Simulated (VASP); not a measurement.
Crystal: Ti.

```
Ti
1.0
     2.96954    0.00000    0.00000
    -1.48477    2.57169    0.00000
     0.00000    0.00000    4.71099
Ti
2
Cartesian
  1.4848 0.8572 3.5332
  0.0000 1.7145 1.1777
```

This cell differs from its parent crystal: volume scaled by 1.02.

Base run:

* Program: VASP 6.6.1
* Functional: PBEsol
* Potentials or basis: VASP PAW PBE potentials, release 64 (Ti_sv)
* Cutoff: 520 eV
* k mesh: 10 × 10 × 6
* Occupations: fermi-dirac, width 0.05 eV
* Spin: no spin polarisation

Its results: band gap on the k mesh zero (band 12 reaches 8.60 eV, above the bottom of band 13 at 7.61 eV); pressure -7.7 GPa.

Question: The run is repeated on the same cell with these changes: functional from PBEsol to r2SCAN. What comes out?

Answer: Band gap on the k mesh zero (band 12 reaches 8.87 eV, above the bottom of band 13 at 7.67 eV); pressure -3.9 GPa.

Caveats: the PAW data sets were made with another functional, which shifts forces and pressure a little.
